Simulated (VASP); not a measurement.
# Cr (Pm-3m) in VASP: notebook, part 2 of 2

VASP 6.6.1. The steps go on from the part before.

### 3 Single point, PBE

This run uses another cell than the first one, of 13.57 Å³/atom, 1.019 times its volume.

The input, INCAR:

```
SYSTEM = Cr
PREC = Accurate ; ENCUT = 500
EDIFF = 1E-6 ; ISMEAR = -1
SIGMA = 0.06122561905347299 ; LREAL = .FALSE.
LASPH = .TRUE. ; NELM = 120
ALGO = Normal ; ISIF = 2
LWAVE = .FALSE. ; LCHARG = .FALSE.
GGA = PE ; NBANDS = 12
GGA_COMPAT = .FALSE.
```

The input, KPOINTS:

```
regular mesh
0
G
  46 46 46
  0 0 0
```

The input, POSCAR:

```
Cr
1.0
    2.3851089321      0.0000000000      0.0000000000
    0.0000000000      2.3851089321      0.0000000000
    0.0000000000      0.0000000000      2.3851089321
Cr
1
Direct
    0.0000000000      0.0000000000      0.0000000000
```

Potentials or basis: VASP PAW PBE potentials, release 64 (Cr_pv).

The run is started by

```console
$ cat potpaw_PBE.64/Cr_pv/POTCAR > POTCAR
$ mpirun -np 1 vasp_std > vasp.out
```

OUTCAR:

```text
SYSTEM = Cr
   PREC = Accurate
   ENCUT = 500
   EDIFF = 1E-6
   ISMEAR = -1
   LREAL = .FALSE.
   LASPH = .TRUE.
   NELM = 120
   ISIF = 2
   GGA = PE

 ion  position               nearest neighbor table
   1  0.000  0.000  0.000-

  LATTYP: Found a simple cubic cell.
 ALAT       =     2.3851089321

  Lattice vectors:

 A1 = (   2.3851089321,   0.0000000000,   0.0000000000)
 A2 = (   0.0000000000,   2.3851089321,   0.0000000000)
 A3 = (   0.0000000000,   0.0000000000,   2.3851089321)

Analysis of symmetry for initial positions (statically):
=====================================================================
 Subroutine PRICEL returns:
 Original cell was already a primitive cell.

 Routine SETGRP: Setting up the symmetry group for a
 simple cubic supercell.

 Subroutine GETGRP returns: Found 48 space group operations
[... 9 lines left out ...]

 Routine SETGRP: Setting up the symmetry group for a
 simple cubic supercell.

 Subroutine GETGRP returns: Found 48 space group operations
[... 11 lines left out ...]
                                     Primitive cell

  volume of cell :      13.5683

  direct lattice vectors                    reciprocal lattice vectors
     2.385108932  0.000000000  0.000000000     0.419268062  0.000000000  0.000000000
     0.000000000  2.385108932  0.000000000     0.000000000  0.419268062  0.000000000
     0.000000000  0.000000000  2.385108932     0.000000000  0.000000000  0.419268062

  length of vectors
     2.385108932  2.385108932  2.385108932     0.419268062  0.419268062  0.419268062

  position of ions in fractional coordinates (direct lattice)
     0.000000000  0.000000000  0.000000000

  ion indices of the primitive-cell ions
   primitive index   ion index
                 1           1

----------------------------------------------------------------------------------------

 KPOINTS: regular mesh

Automatic generation of k-mesh.
 Grid dimensions read from file:
 generate k-points for:   46   46   46

 Generating k-lattice:

  Cartesian coordinates                     Fractional coordinates (reciprocal lattice)
     0.009114523  0.000000000  0.000000000     0.021739130  0.000000000  0.000000000
     0.000000000  0.009114523  0.000000000     0.000000000  0.021739130  0.000000000
     0.000000000  0.000000000  0.009114523     0.000000000  0.000000000  0.021739130

  Length of vectors
     0.009114523  0.009114523  0.009114523

  Shift w.r.t. Gamma in fractional coordinates (k-lattice)
     0.000000000  0.000000000  0.000000000

 Subroutine IBZKPT returns following result:
 ===========================================

 Found   2600 irreducible k-points:

 Following reciprocal coordinates:
            Coordinates               Weight
  0.000000  0.000000  0.000000      1.000000
  0.021739  0.000000  0.000000      6.000000
  0.043478  0.000000  0.000000      6.000000
  0.065217  0.000000  0.000000      6.000000
  0.086957  0.000000  0.000000      6.000000
  0.108696  0.000000  0.000000      6.000000
[... 16 lines left out ...]
  0.478261  0.000000  0.000000      6.000000
  0.500000  0.000000  0.000000      3.000000
 [... further k-points ...]
   k-points           NKPTS =   2600   k-points in BZ     NKDIM =   2600   number of bands    NBANDS=     12
   number of dos      NEDOS =    301   number of ions     NIONS =      1
   total plane-waves  NPLWV =   5832
   dimension x,y,z NGX =    18 NGY =   18 NGZ =   18
   dimension x,y,z NGXF=    36 NGYF=   36 NGZF=   36
   ions per type =               1
   NGX,Y,Z   is equivalent  to a cutoff of  12.55, 12.55, 12.55 a.u.
   NGXF,Y,Z  is equivalent  to a cutoff of  25.09, 25.09, 25.09 a.u.
 SYSTEM =  Cr
   PREC   = accura    normal or accurate (medium, high low for compatibility)
   ISTART =      0    job   : 0-new  1-cont  2-samecut
   ICHARG =      2    charge: 1-file 2-atom 10-const
   ISPIN  =      1    spin polarized calculation?
   LNONCOLLINEAR =      F non collinear calculations
   LSORBIT =      F    spin-orbit coupling
   LASPH  =      T    aspherical Exc in radial PAW
   ENCUT  =  500.0 eV  36.75 Ry    6.06 a.u.   4.35  4.35  4.35*2*pi/ulx,y,z
   NELM   =    120;   NELMIN=  2; NELMDL= -5     # of ELM steps
   EDIFF  = 0.1E-05   stopping-criterion for ELM
   LREAL  =      F    real-space projection
   EDIFFG = 0.1E-04   stopping-criterion for IOM
   NSW    =      0    number of steps for IOM
   IBRION =     -1    ionic relax: 0-MD 1-quasi-New 2-CG
   NFREE  =      0    steps in history (QN), initial steepest desc. (CG)
   ISIF   =      2    stress and relaxation
   ISYM   =      2    0-nonsym 1-usesym 2-fastsym
   POTIM  = 0.5000    time-step for ionic-motion
   TEBEG  =    0.0;   TEEND  =   0.0 temperature during run
   PSTRESS=    0.0 pullay stress
   NELECT =      12.0000    total number of electrons
   NUPDOWN=      -1.0000    fix difference up-down
   EMIN   =  10.00;   EMAX   =-10.00  energy-range for DOS
   EFERMI =   0.00;   METHOD = LEGACY
   ISMEAR =    -1;   SIGMA  =   0.06  broadening in eV -4-tet -1-fermi 0-gaus
   EFERMI_NEDOS =   21; number of points for ismear=-14 and -15
   IALGO  =     38    algorithm
   IMIX   =      4    mixing-type and parameters
     AMIX     =   0.40;   BMIX     =  1.00
     AMIX_MAG =   1.60;   BMIX_MAG =  1.00
  volume/ion in A,a.u.               =      13.57        91.56
  Fermi-wavevector in a.u.,A,eV,Ry     =   1.571425  2.969563 33.597913  2.469377
  Thomas-Fermi vector in A             =   2.673011
   LORBIT       =      0    0 simple, 1 ext, 2 COOP (PROOUT), +10 PAW based schemes
   GGA     = PE    functional components
   LHFCALC =     F    Hartree Fock is set to
   AEXX    =    0.0000 exact exchange contribution
   IVDW    =     0    specifies the selected vdW correction
   LEPSILON=     F    determine dielectric tensor
   LRPA    =     F    only Hartree local field effects (RPA)
 non-spin polarized calculation
  energy-cutoff  :      500.00
  volume of cell :       13.57
 maximum number of plane-waves:       360
 NGX is ok and might be reduce to    18
   NGX =  9   NGY =  9   NGZ =  9

 number of electron      12.0000022 magnetization

 Free energy of the ion-electron system (eV)
  ---------------------------------------------------
  ext. energy  EPLUGINS =         0.00000000
  ---------------------------------------------------
  free energy    TOTEN  =        -8.48265627 eV

  energy without entropy =       -8.46418813  energy(sigma->0) =       -8.47342220

 E-fermi :   8.9237     XC(G=0): -12.6368

 val. band max:        8.9224955499   @ k =   0.3913   0.2609   0.2391
 cond. band min:       8.9240557489   @ k =   0.3478   0.2826   0.0870
 fundamental gap:      0.0015601990
 Fermi energy:         8.9237494417

 k-point     1 :       0.0000    0.0000    0.0000
  band No.  band energies     occupation
      1     -33.6799      2.00000
      2     -33.6799      2.00000
      3     -33.6799      2.00000
      4       1.7861      2.00000
      5       5.9758      2.00000
      6       5.9758      2.00000
      7      11.1926      0.00000
      8      11.1926      0.00000
      9      11.1926      0.00000
     10      16.3999      0.00000
     11      27.7941      0.00000
     12      27.7941      0.00000

 k-point     2 :       0.0217    0.0000    0.0000
  band No.  band energies     occupation
      1     -33.6842      2.00000
      2     -33.6796      2.00000
      3     -33.6796      2.00000
      4       1.8006      2.00000
      5       5.9788      2.00000
      6       5.9858      2.00000
      7      11.1829      0.00000
      8      11.1829      0.00000
      9      11.1933      0.00000
     10      16.3999      0.00000
     11      27.6271      0.00000
     12      27.8160      0.00000
[... 301 lines left out ...]
 k-point    23 :       0.4783    0.0000    0.0000
  band No.  band energies     occupation
      1     -34.5406      2.00000
      2     -33.6038      2.00000
      3     -33.6038      2.00000
      4       5.8870      2.00000
      5       6.6751      2.00000
      6       8.2299      1.99998
      7       9.4102      0.00071
      8       9.4102      0.00071
      9      11.3527      0.00000
     10      15.6934      0.00000
     11      16.4113      0.00000
     12      29.5046      0.00000

 k-point    24 :       0.5000    0.0000    0.0000
  band No.  band energies     occupation
      1     -34.5445      2.00000
      2     -33.6034      2.00000
      3     -33.6034      2.00000
      4       5.9187      2.00000
      5       6.6786      2.00000
      6       8.2365      1.99997
      7       9.4029      0.00080
      8       9.4029      0.00080
      9      11.3534      0.00000
     10      15.6523      0.00000
     11      16.4108      0.00000
     12      29.4906      0.00000

 [... further k-points ...]

------------------------ aborting loop because EDIFF is reached ----------------------------------------

  FORCE on cell =-STRESS in cart. coord.  units (eV):
  Direction    XX          YY          ZZ          XY          YZ          ZX
  --------------------------------------------------------------------------------------
  -------------------------------------------------------------------------------------
  Total       -0.8486739     -0.8486739     -0.8486739      0.0000000      0.0000000     -0.0000000
  in kB     -100.2136271   -100.2136271   -100.2136271      0.0000000      0.0000000     -0.0000000
  external PRESSURE =    -100.2136271 kB  Pullay stress =       0.0000000 kB

 VOLUME and BASIS-vectors are now :
 -----------------------------------------------------------------------------
  energy-cutoff  :      500.00
  volume of cell :       13.57
      direct lattice vectors                 reciprocal lattice vectors
     2.385108932  0.000000000  0.000000000     0.419268062  0.000000000  0.000000000
     0.000000000  2.385108932  0.000000000     0.000000000  0.419268062  0.000000000
     0.000000000  0.000000000  2.385108932     0.000000000  0.000000000  0.419268062

 POSITION                                       TOTAL-FORCE (eV/Angst)
 -----------------------------------------------------------------------------------
      0.00000      0.00000      0.00000         0.000000      0.000000      0.000000
 -----------------------------------------------------------------------------------
    total drift:                               -0.000000      0.000000      0.000000

  FREE ENERGIE OF THE ION-ELECTRON SYSTEM (eV)
  ---------------------------------------------------
  free  energy   TOTEN  =        -8.4826562674 eV

  energy  without entropy=       -8.4641881309  energy(sigma->0) =       -8.47342220
```

Run time: 2.4 min. Hardware: 1 thread of Intel Xeon Platinum 8488C (Sapphire Rapids), shared host; peak memory 0.46 GiB.

Results:

* Free energy: -8.4827 eV
* Pressure: -10.0 GPa
* Band gap on the k mesh: zero (band 6 reaches 9.92 eV, above the bottom of band 7 at 8.24 eV)

Levels at points of the mesh, in eV from the Fermi level:
| k point | band 2 | band 3 | band 4 | band 5 | band 6 | band 7 | band 8 | band 9 | band 10 | band 11 |
| --- | --- | --- | --- | --- | --- | --- | --- | --- | --- | --- |
| (0.00, 0.00, 0.00) | -42.60 | -42.60 | -7.14 | -2.95 | -2.95 | 2.27 | 2.27 | 2.27 | 7.48 | 18.87 |
| (0.50, 0.00, 0.00) | -42.53 | -42.53 | -3.01 | -2.25 | -0.69 | 0.48 | 0.48 | 2.43 | 6.73 | 7.49 |
| (0.50, 0.50, 0.00) | -43.34 | -42.46 | -4.17 | -1.61 | 0.86 | 0.86 | 3.43 | 5.84 | 5.84 | 7.47 |
| (0.50, 0.50, 0.50) | -43.23 | -43.23 | -2.68 | -2.68 | -2.68 | 3.53 | 3.53 | 7.47 | 11.08 | 13.24 |

Caveat: the run has no spin polarisation, though such a crystal can be magnetic. Spin polarisation is off, so any magnetic state and its effect on volume and gap are missing.

### 4 Single point, PBE

This run uses another cell than the first one, of 12.03 Å³/atom, 0.904 times its volume.

The input, INCAR:

```
SYSTEM = Cr
ALGO     = Normal         ! electronic algorithm
EDIFF    = 1E-6           ! SCF threshold, eV
ENCUT    = 500            ! plane-wave cutoff, eV
GGA      = PE             ! functional
GGA_COMPAT= .False.      
ISIF     = 2              ! what is computed and relaxed
ISMEAR   = -1             ! smearing method
LASPH    = .True.         ! aspherical terms in the spheres
LCHARG   = .False.        ! write CHGCAR
LREAL    = .False.        ! projectors in reciprocal space
LWAVE    = .False.        ! write WAVECAR
NBANDS   = 12             ! bands
NELM     = 120            ! most SCF steps
PREC     = Accurate       ! precision mode
SIGMA    = 0.06122561905347299 ! smearing width, eV
```

The input, KPOINTS:

```
k-points
0
Gamma
  16 16 16
  0 0 0
```

The input, POSCAR:

```
Cr
1.0
    2.2914772414      0.0000000000      0.0000000000
    0.0000000000      2.2914772414      0.0000000000
    0.0000000000      0.0000000000      2.2914772414
Cr
1
Direct
    0.0000000000      0.0000000000      0.0000000000
```

The run is started by

```console
$ cat potpaw_PBE.64/Cr_pv/POTCAR > POTCAR
$ mpirun -np 1 vasp_std > vasp.out
```

It took 24 s on 1 thread of Intel Xeon 8259CL, shared host; peak memory 0.13 GiB.

It converged, with:

| Property | Result |
| --- | --- |
| Free energy | -8.4773 eV |
| Pressure | 13.7 GPa |
| Band gap on the k mesh | zero (band 6 reaches 11.62 eV, above the bottom of band 7 at 9.72 eV) |

Levels at points of the mesh, in eV from the Fermi level:
```
           k point  band 2  band 3  band 4  band 5  band 6  band 7  band 8  band 9  band 10  band 11
(0.00, 0.00, 0.00)  -42.42  -42.42   -7.55   -3.41   -3.41    2.70    2.70    2.70     7.59    20.42
(0.50, 0.00, 0.00)  -42.31  -42.31   -3.17   -2.59   -0.66    0.56    0.56    2.89     7.57     7.92
(0.50, 0.50, 0.00)  -43.47  -42.21   -4.93   -1.74    1.02    1.02    4.07    6.60     6.60     7.59
(0.50, 0.50, 0.50)  -43.30  -43.30   -3.18   -3.18   -3.18    4.19    4.19    7.59    11.25    15.02
```

Caveat: the run has no spin polarisation, though such a crystal can be magnetic.

### 5 Single point, PBE

This run uses another cell than the first one, of 12.03 Å³/atom, 0.904 times its volume.

The input, INCAR:

```
PREC = Accurate
ENCUT = 500
EDIFF = 1E-6
ISMEAR = -1
SIGMA = 0.06122561905347299
LREAL = F
LASPH = T
NELM = 120
ALGO = Normal
ISIF = 2
LWAVE = F
LCHARG = F
GGA = PE
NBANDS = 12
GGA_COMPAT = F
```

The input, KPOINTS:

```
regular mesh
0
Gamma
  16 16 16
```

POSCAR is that of step 4.

The run is started by

```console
$ cat potpaw_PBE.64/Cr_pv/POTCAR > POTCAR
$ mpirun -np 1 vasp_std > vasp.out
```

Run time: 27 s. Hardware: 1 thread of Intel Xeon 8259CL, shared host; peak memory 0.13 GiB.

It converged, with:

- Free energy: -8.4773 eV
- Pressure: 13.7 GPa
- Band gap on the k mesh: zero (band 6 reaches 11.62 eV, above the bottom of band 7 at 9.72 eV)

Levels at points of the mesh, in eV from the Fermi level:
```tsv
k point	band 2	band 3	band 4	band 5	band 6	band 7	band 8	band 9	band 10	band 11
(0.00, 0.00, 0.00)	-42.42	-42.42	-7.55	-3.41	-3.41	2.70	2.70	2.70	7.59	20.42
(0.50, 0.00, 0.00)	-42.31	-42.31	-3.17	-2.59	-0.66	0.56	0.56	2.89	7.57	7.92
(0.50, 0.50, 0.00)	-43.47	-42.21	-4.93	-1.74	1.02	1.02	4.07	6.60	6.60	7.59
(0.50, 0.50, 0.50)	-43.30	-43.30	-3.18	-3.18	-3.18	4.19	4.19	7.59	11.25	15.02
```

Caveat: the run has no spin polarisation, though such a crystal can be magnetic. Spin polarisation is off, so any magnetic state and its effect on volume and gap are missing.

### 6 Single point, PBE

This run uses another cell than the first one, of 12.29 Å³/atom, 0.923 times its volume.

The input, INCAR:

```
SYSTEM = Cr
  PREC = Accurate
  ENCUT = 500
  EDIFF = 1E-6
  ISMEAR = -1
  SIGMA = 0.06122561905347299
  LREAL = .False.
  LASPH = .True.
  NELM = 120
  ALGO = Normal
  ISIF = 2
  LWAVE = .False.
  LCHARG = .False.
  GGA = PE
  NBANDS = 12
  GGA_COMPAT = .False.
```

The input, KPOINTS:

```
Automatic mesh
0
Gamma
  16 16 16
  0 0 0
```

The input, POSCAR:

```
Cr
1.0
    2.3076149368      0.0000000000      0.0000000000
    0.0000000000      2.3076149368      0.0000000000
    0.0000000000      0.0000000000      2.3076149368
Cr
1
Direct
    0.0000000000      0.0000000000      0.0000000000
```

Potentials or basis: VASP PAW PBE potentials, release 64 (Cr_pv).

The run is started by

```console
$ cat potpaw_PBE.64/Cr_pv/POTCAR > POTCAR
$ mpirun -np 1 vasp_std > vasp.out
```

Wall time 26 s (1 thread of Intel Xeon 8259CL, shared host); peak memory 0.13 GiB.

It converged, with:

```yaml
Free_energy: -8.4954 eV
Pressure: 8.7 GPa
Band_gap_on_the_k_mesh: zero (band 6 reaches 11.31 eV, above the bottom of band 7 at 9.46 eV)
```

Levels at points of the mesh, in eV from the Fermi level:
```csv
k point,band 3,band 4,band 5,band 6,band 7,band 8,band 9,band 10
"(0.00, 0.00, 0.00)",-42.45,-7.48,-3.33,-3.33,2.62,2.62,2.62,7.57
"(0.50, 0.00, 0.00)",-42.35,-3.14,-2.52,-0.66,0.54,0.54,2.81,7.53
"(0.50, 0.50, 0.00)",-42.25,-4.79,-1.72,1.00,1.00,3.96,6.46,6.46
"(0.50, 0.50, 0.50)",-43.28,-3.08,-3.08,-3.08,4.07,4.07,7.57,11.22
```

Caveat: the run has no spin polarisation, though such a crystal can be magnetic. Spin polarisation is off, so any magnetic state and its effect on volume and gap are missing.

### 7 Overview

| cell | k mesh | gap on the mesh (eV) | pressure (GPa) |
| --- | --- | --- | --- |
| a = 2.370 Å, 1 atom | 46 × 46 × 46 | none | -7.1 |
| a = 2.385 Å, 1 atom | 46 × 46 × 46 | none | -10.0 |
| a = 2.291 Å, 1 atom | 16 × 16 × 16 | none | 13.7 |
| a = 2.308 Å, 1 atom | 16 × 16 × 16 | none | 8.7 |

Alike in all rows: task single point; level PBE; potentials or basis VASP PAW PBE potentials, release 64 (Cr_pv); no spin polarisation; cutoff (eV) 500; smearing fermi-dirac 0.0612256 eV.

Caveats: the run has no spin polarisation, though such a crystal can be magnetic.

Absolute energies hang on the potentials; compare differences alone.
